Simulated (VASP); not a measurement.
# Rb (P6/mmm) in VASP: further runs

The runs below take Rb through single point, relaxation of cell and atoms, with PBE.

All numbers are computed with VASP 6.6.1; they aren't measurements. Logs are shortened: lines on timing, memory, paths and dates and some standing lists are left out, and cuts for length are marked.

## Step 1: The cell of the first run

It takes space group P6/mmm (No. 191, hexagonal). The conventional cell has a = 6.096 Å, b = 6.096 Å, c = 3.640 Å, α = 90.00°, β = 90.00°, γ = 120.00°. Rb (site symmetry 6/mmm) has 14 Rb at 3.64 to 3.96 Å within 4.8 Å. Within 4.6 Å of Rb (site symmetry -6m2) lie 11 Rb at 3.52 to 3.96 Å.

## Step 2: Single point, PBE

File INCAR:

```
PREC = Accurate
ENCUT = 520
EDIFF = 1E-6
ISMEAR = -1
SIGMA = 0.08
LREAL = False
LASPH = True
NELM = 100
ALGO = Normal
ISIF = 2
LWAVE = False
LCHARG = False
GGA = PE
NBANDS = 20
```

File KPOINTS:

```
regular mesh
0
Gamma
  6 6 9
```

File POSCAR:

```
Rb
1.0
    6.0960681416      0.0000000000      0.0000000000
   -3.0480340708      5.2793498739      0.0000000000
    0.0000000000      0.0000000000      3.6397927238
Rb
3
Direct
    0.0000000000      0.0000000000      0.0000000000
    0.3333333333      0.6666666667      0.5000000000
    0.6666666667      0.3333333333      0.5000000000
```

Potentials or basis: VASP PAW PBE potentials, release 64 (Rb_sv).

Launch:

```
$ cat potpaw_PBE.64/Rb_sv/POTCAR > POTCAR
$ mpirun -np 1 vasp_std > vasp.out
```

OUTCAR:

```text
PREC = Accurate
   ENCUT = 520
   EDIFF = 1E-6
   ISMEAR = -1
   LREAL = False
   LASPH = True
   NELM = 100
   ISIF = 2
   GGA = PE

 ion  position               nearest neighbor table
   1  0.000  0.000  0.000-   2 3.96   3 3.96   2 3.96   3 3.96   3 3.96   3 3.96   2 3.96   2 3.96
                             3 3.96   3 3.96   2 3.96   2 3.96
   2  0.333  0.667  0.500-   3 3.52   3 3.52   3 3.52   1 3.96   1 3.96   1 3.96   1 3.96   1 3.96
                             1 3.96   3 5.06   3 5.06   3 5.06   3 5.06   3 5.06   3 5.06
   3  0.667  0.333  0.500-   2 3.52   2 3.52   2 3.52   1 3.96   1 3.96   1 3.96   1 3.96   1 3.96
                             1 3.96   2 5.06   2 5.06   2 5.06   2 5.06   2 5.06   2 5.06

  LATTYP: Found a hexagonal cell.
 ALAT       =     6.0960681416
 C/A-ratio  =     0.5970721848

  Lattice vectors:

 A1 = (   6.0960681416,   0.0000000000,   0.0000000000)
 A2 = (  -3.0480340708,   5.2793498739,   0.0000000000)
 A3 = (   0.0000000000,   0.0000000000,   3.6397927238)

Analysis of symmetry for initial positions (statically):
=====================================================================
 Subroutine PRICEL returns:
 Original cell was already a primitive cell.

 Routine SETGRP: Setting up the symmetry group for a
 hexagonal supercell.

 Subroutine GETGRP returns: Found 24 space group operations
 (whereof 24 operations were pure point group operations)
 out of a pool of 24 trial point group operations.

The static configuration has the point symmetry D_6h.

Analysis of symmetry for dynamics (positions and initial velocities):
=====================================================================
 Subroutine PRICEL returns:
 Original cell was already a primitive cell.

 Routine SETGRP: Setting up the symmetry group for a
 hexagonal supercell.

 Subroutine GETGRP returns: Found 24 space group operations
 (whereof 24 operations were pure point group operations)
 out of a pool of 24 trial point group operations.

The dynamic configuration has the point symmetry D_6h.

 Subroutine INISYM returns: Found 24 space group operations
 (whereof 24 operations are pure point group operations),
 and found     1 'primitive' translations

----------------------------------------------------------------------------------------

                                     Primitive cell
[... 78 lines left out ...]
   dimension x,y,z NGX =    48 NGY =   48 NGZ =   28
   dimension x,y,z NGXF=    96 NGYF=   96 NGZF=   56
   ions per type =               3
   NGX,Y,Z   is equivalent  to a cutoff of  13.09, 13.09, 12.79 a.u.
   NGXF,Y,Z  is equivalent  to a cutoff of  26.18, 26.18, 25.58 a.u.
 SYSTEM =  unknown system
   PREC   = accura    normal or accurate (medium, high low for compatibility)
   ISTART =      0    job   : 0-new  1-cont  2-samecut
   ICHARG =      2    charge: 1-file 2-atom 10-const
   ISPIN  =      1    spin polarized calculation?
   LNONCOLLINEAR =      F non collinear calculations
   LSORBIT =      F    spin-orbit coupling
   LASPH  =      T    aspherical Exc in radial PAW
   ENCUT  =  520.0 eV  38.22 Ry    6.18 a.u.  11.33 11.33  6.77*2*pi/ulx,y,z
   NELM   =    100;   NELMIN=  2; NELMDL= -5     # of ELM steps
   EDIFF  = 0.1E-05   stopping-criterion for ELM
   LREAL  =      F    real-space projection
   EDIFFG = 0.1E-04   stopping-criterion for IOM
   NSW    =      0    number of steps for IOM
   IBRION =     -1    ionic relax: 0-MD 1-quasi-New 2-CG
   NFREE  =      0    steps in history (QN), initial steepest desc. (CG)
   ISIF   =      2    stress and relaxation
   ISYM   =      2    0-nonsym 1-usesym 2-fastsym
   POTIM  = 0.5000    time-step for ionic-motion
   TEBEG  =    0.0;   TEEND  =   0.0 temperature during run
   PSTRESS=    0.0 pullay stress
   NELECT =      27.0000    total number of electrons
   NUPDOWN=      -1.0000    fix difference up-down
   EMIN   =  10.00;   EMAX   =-10.00  energy-range for DOS
   EFERMI =   0.00;   METHOD = LEGACY
   ISMEAR =    -1;   SIGMA  =   0.08  broadening in eV -4-tet -1-fermi 0-gaus
   EFERMI_NEDOS =   21; number of points for ismear=-14 and -15
   IALGO  =     38    algorithm
   IMIX   =      4    mixing-type and parameters
     AMIX     =   0.40;   BMIX     =  1.00
     AMIX_MAG =   1.60;   BMIX_MAG =  1.00
  volume/ion in A,a.u.               =      39.05       263.50
  Fermi-wavevector in a.u.,A,eV,Ry     =   1.003754  1.896819 13.708159  1.007521
  Thomas-Fermi vector in A             =   2.136326
   LORBIT       =      0    0 simple, 1 ext, 2 COOP (PROOUT), +10 PAW based schemes
   GGA     = PE    functional components
[... 5 lines left out ...]
 non-spin polarized calculation
  energy-cutoff  :      520.00
  volume of cell :      117.14
 maximum number of plane-waves:      3180
 NGX is ok and might be reduce to    48
   NGX = 23   NGY = 23   NGZ = 13

 number of electron      26.9999999 magnetization

 Free energy of the ion-electron system (eV)
  ---------------------------------------------------
  ext. energy  EPLUGINS =         0.00000000
  ---------------------------------------------------
  free energy    TOTEN  =        -0.14527426 eV

  energy without entropy =       -0.08935166  energy(sigma->0) =       -0.11731296

 E-fermi :   3.0249     XC(G=0):  -8.0222

 val. band max:        3.0138013745   @ k =   0.1667   0.1667   0.0000
 cond. band min:       3.0450372794   @ k =   0.3333   0.0000   0.1111
 fundamental gap:      0.0312359049
 Fermi energy:         3.0249441894

 k-point     1 :       0.0000    0.0000    0.0000
  band No.  band energies     occupation
      1     -26.1906      2.00000
      2     -26.0038      2.00000
      3     -25.9283      2.00000
      4     -10.6944      2.00000
      5     -10.6944      2.00000
      6     -10.3937      2.00000
[... 541 lines left out ...]
     19       5.7780      0.00000
     20       6.0816      0.00000

 [... further k-points ...]
[... 5 lines left out ...]
  --------------------------------------------------------------------------------------
  -------------------------------------------------------------------------------------
  Total        7.3234798      7.3234798      7.3190734      0.0000000     -0.0000000     -0.0000000
  in kB      100.1661912    100.1661912    100.1059225      0.0000000     -0.0000000     -0.0000000
  external PRESSURE =     100.1461016 kB  Pullay stress =       0.0000000 kB

 VOLUME and BASIS-vectors are now :
 -----------------------------------------------------------------------------
  energy-cutoff  :      520.00
  volume of cell :      117.14
      direct lattice vectors                 reciprocal lattice vectors
     6.096068142  0.000000000  0.000000000     0.164040161  0.094708631  0.000000000
    -3.048034071  5.279349874  0.000000000     0.000000000  0.189417262  0.000000000
     0.000000000  0.000000000  3.639792724     0.000000000  0.000000000  0.274740920

 POSITION                                       TOTAL-FORCE (eV/Angst)
 -----------------------------------------------------------------------------------
      0.00000      0.00000      0.00000         0.000000      0.000000      0.000000
     -0.00000      3.51957      1.81990        -0.000000      0.000000     -0.000000
      3.04803      1.75978      1.81990         0.000000     -0.000000      0.000000
 -----------------------------------------------------------------------------------
    total drift:                               -0.000000      0.000000     -0.000000

  FREE ENERGIE OF THE ION-ELECTRON SYSTEM (eV)
  ---------------------------------------------------
  free  energy   TOTEN  =        -0.1452742622 eV

  energy  without entropy=       -0.0893516573  energy(sigma->0) =       -0.11731296
```

It took 83 s on 1 thread of Intel Xeon Platinum 8259CL at 2.50GHz (Skylake/Cascade Lake), shared host; peak memory 0.26 GiB.

What came out:

* Free energy: -0.1453 eV
* Pressure: 10.0 GPa

## Step 3: Relaxation of cell and atoms, PBE, target pressure 10 GPa, at which the enthalpy is minimised

This run uses another cell than the first one, of 38.50 Å³/atom, 0.986 times its volume.

File INCAR:

```
PREC     = Accurate       # precision mode
ENCUT    = 600            # plane-wave cutoff, eV
EDIFF    = 1E-6           # SCF threshold, eV
ISMEAR   = -1             # smearing method
SIGMA    = 0.08           # smearing width, eV
LREAL    = False          # projectors in reciprocal space
LASPH    = True           # aspherical terms in the spheres
NELM     = 60             # most SCF steps
ALGO     = Normal         # electronic algorithm
ISIF     = 3              # what is computed and relaxed
LWAVE    = False          # write WAVECAR
LCHARG   = False          # write CHGCAR
GGA      = PE             # functional
IBRION   = 2              # ionic algorithm
NSW      = 60             # ionic steps
EDIFFG   = -0.005         # ionic threshold
PSTRESS  = 100.0
```

File KPOINTS:

```
Automatic mesh
0
Gamma
  6 6 9
```

File POSCAR:

```
Rb
1.0
    5.9916729481      0.0000000000      0.0000000000
   -2.9958364740      5.1889409842      0.0000000000
    0.0000000000      0.0000000000      3.7148372278
Rb
3
Direct
    0.0000000000      0.0000000000      0.0000000000
    0.3333333333      0.6666666667      0.5000000000
    0.6666666667      0.3333333333      0.5000000000
```

Potentials or basis: VASP PAW PBE potentials, release 64 (Rb_sv).

Launch:

```
$ cat potpaw_PBE.64/Rb_sv/POTCAR > POTCAR
$ mpirun -np 1 vasp_std > vasp.out
```

Run time: 7.4 min. Hardware: 1 thread of Oxide Virtual Turin-like, shared host; peak memory 0.25 GiB.

It converged, with:

```
Free energy                                            : -0.1524 eV
Relaxed volume                                         : 39.08 Å³/atom
Relaxed cell                                           : a = 6.099 Å, b = 6.099 Å, c = 3.640 Å, α = 90.00°, β = 90.00°, γ = 120.00°
Space group after relaxing (to 0.05 Å)                 : P6/mmm (No. 191)
Energy change on relaxing (the enthalpy is what falls) : -39.7 meV/atom
Ionic steps                                            : 6
Pressure after relaxing                                : 10.0 GPa
```

Step by step:
| step | energy change (eV) | largest force (eV/Å) | pressure (GPa) | volume (Å³) |
| --- | --- | --- | --- | --- |
| 1 | 0.0000 | 0.0000 | 10.40 | 115.50 |
| 2 | -0.1050 | 0.0000 | 10.04 | 117.09 |
| 3 | -0.1758 | 0.0000 | 9.79 | 118.21 |
| 4 | -0.1526 | 0.0000 | 9.88 | 117.80 |
| 5 | -0.1230 | 0.0000 | 9.99 | 117.31 |
| 6 | -0.1190 | 0.0000 | 9.99 | 117.25 |

Final structure:
```xyz
3
Lattice="6.0986 0.0000 0.0000 -3.0493 5.2815 0.0000 0.0000 0.0000 3.6402" Properties=species:S:1:pos:R:3 pbc="T T T"
Rb    0.0000    0.0000    0.0000
Rb    0.0000    3.5210    1.8201
Rb    3.0493    1.7605    1.8201
```

Levels at points of the mesh, in eV from the Fermi level:
```csv
k point,band 10,band 11,band 12,band 13,band 14,band 15,band 16,band 17
"(0.00, 0.00, 0.00)",-12.71,-12.69,-12.66,-3.05,0.58,1.62,1.62,1.67
"(0.50, 0.00, 0.00)",-12.81,-12.78,-12.70,-1.16,-1.06,-0.40,2.04,2.32
```

Caveat: the cell is relaxed towards a set pressure, so the enthalpy falls and the energy may rise.

## Step 4: Relaxation of cell and atoms, PBE, target pressure 10 GPa, at which the enthalpy is minimised

File INCAR:

```
PREC = Accurate ; ENCUT = 600
EDIFF = 1E-6 ; ISMEAR = -1
SIGMA = 0.08 ; LREAL = False
LASPH = True ; NELM = 60
ALGO = Normal ; ISIF = 3
LWAVE = False ; LCHARG = False
GGA = PE ; IBRION = 2
NSW = 32 ; EDIFFG = -0.005
PSTRESS = 100.0
```

KPOINTS is that of step 3.

File POSCAR:

```
Rb
1.0
    6.0960681416      0.0000000000      0.0000000000
   -3.0480340708      5.2793498739      0.0000000000
    0.0000000000      0.0000000000      3.6397927238
Rb
3
Direct
    0.0000000000      0.0000000000      0.0000000000
    0.3333333333      0.6666666667      0.5000000000
    0.6666666667      0.3333333333      0.5000000000
```

Launch:

```
$ cat potpaw_PBE.64/Rb_sv/POTCAR > POTCAR
$ mpirun -np 1 vasp_std > vasp.out
```

Wall time 3 min (1 thread of Oxide Virtual Turin-like, shared host); peak memory 0.26 GiB.

The run converged. Its results:

```
Free energy                                            : -0.1513 eV
Relaxed volume                                         : 39.08 Å³/atom
Relaxed cell                                           : a = 6.098 Å, b = 6.098 Å, c = 3.641 Å, α = 90.00°, β = 90.00°, γ = 120.00°
Space group after relaxing (to 0.05 Å)                 : P6/mmm (No. 191)
Energy change on relaxing (the enthalpy is what falls) : -1.9 meV/atom
Ionic steps                                            : 2
Pressure after relaxing                                : 10.0 GPa
```

The path:
```
step  energy change (eV)  largest force (eV/Å)  pressure (GPa)  volume (Å³)
   1              0.0000                0.0000           10.02       117.14
   2             -0.0057                0.0000           10.00       117.23
```

Final structure:
```xyz
3
Lattice="6.0978 0.0000 0.0000 -3.0489 5.2808 0.0000 0.0000 0.0000 3.6406" Properties=species:S:1:pos:R:3 pbc="T T T"
Rb    6.0978    0.0000    0.0000
Rb    0.0000    3.5206    1.8203
Rb    3.0489    1.7603    1.8203
```

Levels at points of the mesh, in eV from the Fermi level:
| k point | band 9 | band 10 | band 11 | band 12 | band 13 | band 14 | band 15 | band 16 | band 17 |
| --- | --- | --- | --- | --- | --- | --- | --- | --- | --- |
| (0.00, 0.00, 0.00) | -12.71 | -12.71 | -12.69 | -12.66 | -3.05 | 0.58 | 1.62 | 1.62 | 1.67 |
| (0.50, 0.00, 0.00) | -12.89 | -12.81 | -12.78 | -12.70 | -1.16 | -1.06 | -0.40 | 2.04 | 2.34 |

Caveat: the cell is relaxed towards a set pressure, so the enthalpy falls and the energy may rise.

## Step 5: Summary

| task | cell | cutoff (eV) | gap on the mesh (eV) | pressure (GPa) |
| --- | --- | --- | --- | --- |
| single point | a = 6.096, b = 6.096, c = 3.640 Å, angles 90.0, 90.0, 120.0°, 3 atoms | 520 | none | 10.0 |
| relaxation of cell and atoms | relaxed to 10 GPa from a = 5.992, b = 5.992, c = 3.715 Å, angles 90.0, 90.0, 120.0°, 3 atoms | 600 | none | 10.0 |
| relaxation of cell and atoms | relaxed to 10 GPa from a = 6.096, b = 6.096, c = 3.640 Å, angles 90.0, 90.0, 120.0°, 3 atoms | 600 | none | 10.0 |

Alike in all rows: level PBE; potentials or basis VASP PAW PBE potentials, release 64 (Rb_sv); no spin polarisation; k mesh 6 × 6 × 9; smearing fermi-dirac 0.08 eV.

Caveats: the cell is relaxed towards a set pressure, so the enthalpy falls and the energy may rise (some runs).

Absolute energies hang on the potentials; compare differences alone.
